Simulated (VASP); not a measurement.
# Be3Se2O (P31m) in VASP: relaxation of cell and atoms with PBE

Aim: the relaxation of cell and atoms of Be3Se2O with PBE.

Program: VASP 6.6.1. These are calculated values, not measurements. Logs are shortened: lines on timing, memory, paths and dates and some standing lists are left out, and cuts for length are marked.

### Step 1. The cell of the first run

The structure is trigonal, space group P31m (No. 157). Conventional cell: a = 4.861 Å, b = 4.861 Å, c = 4.485 Å, α = 90.00°, β = 90.00°, γ = 120.00°. Be (site symmetry m) has 1 O at 1.67 Å and 2 Se at 1.69 Å within 2.2 Å. Within 2.2 Å of Se (site symmetry 3) lie 3 Be at 1.69 Å. O (site symmetry 3m) has 3 Be at 1.67 Å within 2.2 Å.

### Step 2. Relaxation of cell and atoms, PBE

INCAR reads:

```
SYSTEM = Be3Se2O
ALGO = Normal ; EDIFF = 1E-7
EDIFFG = -0.08 ; ENCUT = 600
GGA = PE ; IBRION = 2
ISIF = 3 ; ISMEAR = 0
LASPH = .True. ; LCHARG = .False.
LREAL = .False. ; LWAVE = .False.
NELM = 80 ; NSW = 36
PREC = Accurate ; SIGMA = 0.15
```

KPOINTS reads:

```
k-points
0
Gamma
  3 3 3
  0 0 0
```

POSCAR reads:

```
Be3Se2O
1.0
    4.8611047400      0.0000000000      0.0000000000
   -2.4305523700      4.2098402000      0.0000000000
    0.0000000000      0.0000000000      4.4845598000
Be Se O
3 2 1
Direct
    0.6593225000      0.0000000000      0.1588915500
    0.0000000000      0.6593225000      0.1588915500
    0.3406775000      0.3406775000      0.1588915500
    0.3333333300      0.6666666700      0.2785783000
    0.6666666700      0.3333333300      0.2785783000
    0.0000000000      0.0000000000      0.1096661500
```

Potentials or basis: VASP PAW PBE potentials, release 64 (Be, Se, O).

Started as:

```sh
> cat potpaw_PBE.64/Be/POTCAR potpaw_PBE.64/Se/POTCAR potpaw_PBE.64/O/POTCAR > POTCAR
> mpirun -np 1 vasp_std > vasp.out
```

OUTCAR:

```text
SYSTEM = Be3Se2O
   EDIFF = 1E-7
   EDIFFG = -0.08
   ENCUT = 600
   GGA = PE
   IBRION = 2
   ISIF = 3
   ISMEAR = 0
   LASPH = .True.
   LREAL = .False.
   NELM = 80
   NSW = 36
   PREC = Accurate

 ion  position               nearest neighbor table
   1  0.659  0.000  0.159-   6 1.67   5 1.69   4 1.69
   2  0.000  0.659  0.159-   6 1.67   4 1.69   5 1.69
   3  0.341  0.341  0.159-   6 1.67   5 1.69   4 1.69
   4  0.333  0.667  0.279-   2 1.69   1 1.69   3 1.69
   5  0.667  0.333  0.279-   1 1.69   2 1.69   3 1.69
   6  0.000  0.000  0.110-   1 1.67   2 1.67   3 1.67

  LATTYP: Found a hexagonal cell.
 ALAT       =     4.8611047400
 C/A-ratio  =     0.9225392251

  Lattice vectors:

 A1 = (   4.8611047400,   0.0000000000,   0.0000000000)
 A2 = (  -2.4305523700,   4.2098402000,   0.0000000000)
 A3 = (   0.0000000000,   0.0000000000,   4.4845598000)

Analysis of symmetry for initial positions (statically):
=====================================================================
 Subroutine PRICEL returns:
 Original cell was already a primitive cell.

 Routine SETGRP: Setting up the symmetry group for a
 hexagonal supercell.

 Subroutine GETGRP returns: Found  6 space group operations
 (whereof  6 operations were pure point group operations)
 out of a pool of 24 trial point group operations.

The static configuration has the point symmetry C_3v.

Analysis of symmetry for dynamics (positions and initial velocities):
=====================================================================
 Subroutine PRICEL returns:
 Original cell was already a primitive cell.

 Routine SETGRP: Setting up the symmetry group for a
 hexagonal supercell.

 Subroutine GETGRP returns: Found  6 space group operations
 (whereof  6 operations were pure point group operations)
 out of a pool of 24 trial point group operations.

The dynamic configuration has the point symmetry C_3v.

 Subroutine INISYM returns: Found  6 space group operations
 (whereof  6 operations are pure point group operations),
 and found     1 'primitive' translations

----------------------------------------------------------------------------------------

                                     Primitive cell

  volume of cell :      91.7742

  direct lattice vectors                    reciprocal lattice vectors
     4.861104740  0.000000000  0.000000000     0.205714555  0.118769354  0.000000000
    -2.430552370  4.209840200  0.000000000     0.000000000  0.237538708  0.000000000
     0.000000000  0.000000000  4.484559800     0.000000000  0.000000000  0.222987326

  length of vectors
     4.861104740  4.861104744  4.484559800     0.237538708  0.237538708  0.222987326

  position of ions in fractional coordinates (direct lattice)
     0.659322500  0.000000000  0.158891550
     1.000000000  0.659322500  0.158891550
     0.340677500  0.340677500  0.158891550
     0.333333330  0.666666670  0.278578300
     0.666666670  0.333333330  0.278578300
     0.000000000  0.000000000  0.109666150

  ion indices of the primitive-cell ions
   primitive index   ion index
                 1           1
                 2           2
                 3           3
                 4           4
                 5           5
                 6           6

----------------------------------------------------------------------------------------

 KPOINTS: k-points

Automatic generation of k-mesh.
 Grid dimensions read from file:
 generate k-points for:    3    3    3

 Generating k-lattice:

  Cartesian coordinates                     Fractional coordinates (reciprocal lattice)
     0.068571518  0.039589785  0.000000000     0.333333333 -0.000000000  0.000000000
     0.000000000  0.079179569  0.000000000     0.000000000  0.333333333  0.000000000
     0.000000000  0.000000000  0.074329109     0.000000000  0.000000000  0.333333333

  Length of vectors
     0.079179569  0.079179569  0.074329109

  Shift w.r.t. Gamma in fractional coordinates (k-lattice)
     0.000000000  0.000000000  0.000000000

 Subroutine IBZKPT returns following result:
 ===========================================

 Found      7 irreducible k-points:

 Following reciprocal coordinates:
            Coordinates               Weight
  0.000000  0.000000  0.000000      1.000000
  0.333333  0.000000  0.000000      6.000000
  0.333333  0.333333  0.000000      2.000000
  0.000000  0.000000  0.333333      2.000000
  0.333333  0.000000  0.333333     12.000000
  0.333333  0.333333  0.333333      2.000000
 -0.333333 -0.333333  0.333333      2.000000
   k-points           NKPTS =      7   k-points in BZ     NKDIM =      7   number of bands    NBANDS=     16
   number of dos      NEDOS =    301   number of ions     NIONS =      6
   total plane-waves  NPLWV =  57600
   dimension x,y,z NGX =    40 NGY =   40 NGZ =   36
   dimension x,y,z NGXF=    80 NGYF=   80 NGZF=   72
   ions per type =               3   2   1
   NGX,Y,Z   is equivalent  to a cutoff of  13.68, 13.68, 13.35 a.u.
   NGXF,Y,Z  is equivalent  to a cutoff of  27.36, 27.36, 26.69 a.u.
 SYSTEM =  Be3Se2O
   PREC   = accura    normal or accurate (medium, high low for compatibility)
   ISTART =      0    job   : 0-new  1-cont  2-samecut
   ICHARG =      2    charge: 1-file 2-atom 10-const
   ISPIN  =      1    spin polarized calculation?
   LNONCOLLINEAR =      F non collinear calculations
   LSORBIT =      F    spin-orbit coupling
   LASPH  =      T    aspherical Exc in radial PAW
   ENCUT  =  600.0 eV  44.10 Ry    6.64 a.u.   9.71  9.71  8.96*2*pi/ulx,y,z
   NELM   =     80;   NELMIN=  2; NELMDL= -5     # of ELM steps
   EDIFF  = 0.1E-06   stopping-criterion for ELM
   LREAL  =      F    real-space projection
   EDIFFG = -.8E-01   stopping-criterion for IOM
   NSW    =     36    number of steps for IOM
   IBRION =      2    ionic relax: 0-MD 1-quasi-New 2-CG
   NFREE  =      1    steps in history (QN), initial steepest desc. (CG)
   ISIF   =      3    stress and relaxation
   ISYM   =      2    0-nonsym 1-usesym 2-fastsym
   POTIM  = 0.5000    time-step for ionic-motion
   TEBEG  =    0.0;   TEEND  =   0.0 temperature during run
   PSTRESS=    0.0 pullay stress
   NELECT =      24.0000    total number of electrons
   NUPDOWN=      -1.0000    fix difference up-down
   EMIN   =  10.00;   EMAX   =-10.00  energy-range for DOS
   EFERMI =   0.00;   METHOD = LEGACY
   ISMEAR =     0;   SIGMA  =   0.15  broadening in eV -4-tet -1-fermi 0-gaus
   EFERMI_NEDOS =   21; number of points for ismear=-14 and -15
   IALGO  =     38    algorithm
   IMIX   =      4    mixing-type and parameters
     AMIX     =   0.40;   BMIX     =  1.00
     AMIX_MAG =   1.60;   BMIX_MAG =  1.00
  volume/ion in A,a.u.               =      15.30       103.22
  Fermi-wavevector in a.u.,A,eV,Ry     =   1.046900  1.978354 14.911974  1.095999
  Thomas-Fermi vector in A             =   2.181757
   LORBIT       =      0    0 simple, 1 ext, 2 COOP (PROOUT), +10 PAW based schemes
   GGA     = PE    functional components
   LHFCALC =     F    Hartree Fock is set to
   AEXX    =    0.0000 exact exchange contribution
   IVDW    =     0    specifies the selected vdW correction
   LEPSILON=     F    determine dielectric tensor
   LRPA    =     F    only Hartree local field effects (RPA)
 conjugate gradient relaxation of ions
 non-spin polarized calculation
 Gauss-broadening in eV      SIGMA  =   0.15
  energy-cutoff  :      600.00
  volume of cell :       91.77
 maximum number of plane-waves:      3069
   NGX = 19   NGY = 19   NGZ = 17

--------------------------------------- Ionic step        1  -------------------------------------------

 number of electron      23.9999994 magnetization

 Free energy of the ion-electron system (eV)
  ---------------------------------------------------
  ext. energy  EPLUGINS =         0.00000000
  ---------------------------------------------------
  free energy    TOTEN  =       -18.44652935 eV

  energy without entropy =      -18.44652935  energy(sigma->0) =      -18.44652935

------------------------ aborting loop because EDIFF is reached ----------------------------------------

  FORCE on cell =-STRESS in cart. coord.  units (eV):
  Direction    XX          YY          ZZ          XY          YZ          ZX
  --------------------------------------------------------------------------------------
  -------------------------------------------------------------------------------------
  Total       51.1650140     51.1650141      8.5734543      0.0000000      0.0000000      0.0000000
  in kB      893.2299369    893.2299389    149.6738784      0.0000000      0.0000000      0.0000000
  external PRESSURE =     645.3779181 kB  Pullay stress =       0.0000000 kB
[... 25 lines left out ...]
  energy  without entropy=      -18.4465293453  energy(sigma->0) =      -18.44652935

--------------------------------------- Ionic step        2  -------------------------------------------

 number of electron      23.9999982 magnetization

 E-fermi :  -0.5986     XC(G=0):  -6.4874

 val. band max:       -0.7804466563   @ k =  -0.3333  -0.3333   0.3333
 cond. band min:      -0.5115454242   @ k =   0.0000   0.0000   0.0000
 fundamental gap:      0.2689012321
 Fermi energy:        -0.5986157214

 k-point     1 :       0.0000    0.0000    0.0000
  band No.  band energies     occupation
      1     -21.7835      2.00000
      2     -12.0057      2.00000
      3     -11.6106      2.00000
      4      -8.3372      2.00000
      5      -8.3372      2.00000
      6      -6.2574      2.00000
[... 8 lines left out ...]
     15       1.7908      0.00000
     16       3.1166      0.00000
[... 185 lines left out ...]
  FREE ENERGIE OF THE ION-ELECTRON SYSTEM (eV)
  ---------------------------------------------------
  free  energy   TOTEN  =       -29.6572326283 eV

  energy  without entropy=      -29.6572326282  energy(sigma->0) =      -29.65723263

[... ionic steps 4 to 23 ...]

--------------------------------------- Ionic step       24  -------------------------------------------

 number of electron      23.9999994 magnetization

------------------------ aborting loop because EDIFF is reached ----------------------------------------

  FORCE on cell =-STRESS in cart. coord.  units (eV):
  Direction    XX          YY          ZZ          XY          YZ          ZX
  --------------------------------------------------------------------------------------
  -------------------------------------------------------------------------------------
  Total       -0.9806908     -0.9806909      0.2039881      0.0000000      0.0000000      0.0000000
  in kB      -11.3555740    -11.3555740      2.3620103      0.0000000      0.0000000      0.0000000
  external PRESSURE =      -6.7830459 kB  Pullay stress =       0.0000000 kB
[... 65 lines left out ...]
  energy  without entropy=      -30.4089996805  energy(sigma->0) =      -30.40899968

--------------------------------------- Ionic step       26  -------------------------------------------

 number of electron      24.0000000 magnetization

 Free energy of the ion-electron system (eV)
  ---------------------------------------------------
  ext. energy  EPLUGINS =         0.00000000
  ---------------------------------------------------
  free energy    TOTEN  =       -30.41370930 eV

  energy without entropy =      -30.41370930  energy(sigma->0) =      -30.41370930

 E-fermi :   1.1278     XC(G=0):  -7.1618

 val. band max:        0.4123842588   @ k =   0.0000   0.0000   0.0000
 cond. band min:       3.0483934478   @ k =   0.0000   0.0000   0.0000
 fundamental gap:      2.6360091889
 Fermi energy:         1.1277856034

 k-point     1 :       0.0000    0.0000    0.0000
  band No.  band energies     occupation
      1     -19.3115      2.00000
      2     -12.5453      2.00000
      3     -11.1257      2.00000
      4      -6.0905      2.00000
      5      -6.0905      2.00000
      6      -4.0847      2.00000
[... 8 lines left out ...]
     15       4.9953      0.00000
     16       6.2800      0.00000
[... 145 lines left out ...]
  FREE ENERGIE OF THE ION-ELECTRON SYSTEM (eV)
  ---------------------------------------------------
  free  energy   TOTEN  =       -30.4137092983 eV

  energy  without entropy=      -30.4137092983  energy(sigma->0) =      -30.41370930

 reached required accuracy - stopping structural energy minimisation
```

It took 6.7 min on 1 thread of Intel Xeon Platinum 8259CL at 2.50GHz (Skylake/Cascade Lake), shared host; peak memory 0.24 GiB.

Results:

| Quantity | Value |
| --- | --- |
| Free energy | -30.4137 eV |
| Relaxed volume | 22.67 Å³/atom |
| Relaxed cell | a = 5.770 Å, b = 5.770 Å, c = 4.718 Å, α = 90.00°, β = 90.00°, γ = 120.00° |
| Space group after relaxing (to 0.05 Å) | P31m (No. 157) |
| Energy gained by relaxing | 1994.5 meV/atom |
| Ionic steps | 26 |
| Pressure after relaxing | 0.0 GPa |
| Largest force after relaxing | 0.047 eV/Å |
| Band gap on the k mesh | 2.64 eV, direct |

Forces on the atoms (eV/Å):
```
Be   0.047  0.000 -0.006
Be  -0.023  0.040 -0.006
Be  -0.023 -0.040 -0.006
Se   0.000  0.000  0.020
Se   0.000  0.000  0.020
O    0.000  0.000 -0.022
```

Stress tensor (GPa, compression positive):
```
-0.10  0.00  0.00
 0.00 -0.10  0.00
 0.00  0.00  0.32
```

The path:
| step | energy change (eV) | largest force (eV/Å) | pressure (GPa) | volume (Å³) |
| --- | --- | --- | --- | --- |
| 1 | 0.0000 | 11.9341 | 64.54 | 91.77 |
| 2 | -4.2989 | 2.1165 | -11.89 | 195.42 |
| 3 | -11.2107 | 1.4795 | -4.50 | 131.71 |
| 4 | -11.3426 | 1.2688 | -2.94 | 128.47 |
| 5 | -11.4150 | 1.0552 | -0.05 | 123.65 |
| 6 | -11.4151 | 1.0416 | -0.51 | 124.34 |
| 7 | -11.6102 | 0.7277 | -0.11 | 124.01 |
| 8 | -11.7415 | 0.7699 | 0.33 | 123.23 |
| 9 | -11.7453 | 0.6419 | 0.31 | 123.34 |
| 10 | -11.7919 | 0.6302 | -0.51 | 124.06 |
| 11 | -11.7919 | 0.6221 | -0.49 | 124.05 |
| 12 | -11.8216 | 0.4825 | 0.58 | 123.00 |
| 13 | -11.8332 | 0.3381 | 1.82 | 121.81 |
| 14 | -11.8493 | 0.2962 | 1.61 | 122.35 |
| 15 | -11.8871 | 0.1750 | 0.94 | 123.95 |
| 16 | -11.9111 | 0.1229 | -0.63 | 127.20 |
| 17 | -11.9122 | 0.1162 | -0.31 | 126.58 |
| 18 | -11.9194 | 0.1012 | -0.05 | 126.77 |
| 19 | -11.9303 | 0.1724 | 0.63 | 127.33 |
| 20 | -11.9405 | 0.1532 | 0.16 | 129.14 |
| 21 | -11.9450 | 0.2213 | -0.53 | 131.79 |
| 22 | -11.9489 | 0.2174 | -0.51 | 132.45 |
| 23 | -11.9577 | 0.1984 | -0.49 | 134.42 |
| 24 | -11.9613 | 0.1255 | -0.68 | 138.37 |
| 25 | -11.9625 | 0.1548 | -0.58 | 136.95 |
| 26 | -11.9672 | 0.0471 | 0.04 | 136.03 |

Final structure:
```
CELL_PARAMETERS angstrom
5.76997 0.00000 0.00000
-2.88498 4.99694 0.00000
0.00000 0.00000 4.71814
ATOMIC_POSITIONS crystal
Be 0.73083 0.00000 0.19616
Be 0.00000 0.73083 0.19616
Be 0.26917 0.26917 0.19616
Se 0.33333 0.66667 0.17559
Se 0.66667 0.33333 0.17559
O 0.00000 0.00000 0.20382
```

Caveat: the k points lie up to 0.44 Å⁻¹ apart in the final cell; the volume moved by over 15 % at a fixed basis, so the end points are rough; this functional lacks dispersion, which binds the layers, so the pressure and a relaxed spacing across them are unreliable; the relaxation stopped at a loose force limit of 0.08 eV/Å, so its end isn't a converged minimum. PBE gaps usually lie below the measured ones, often by a third to a half.
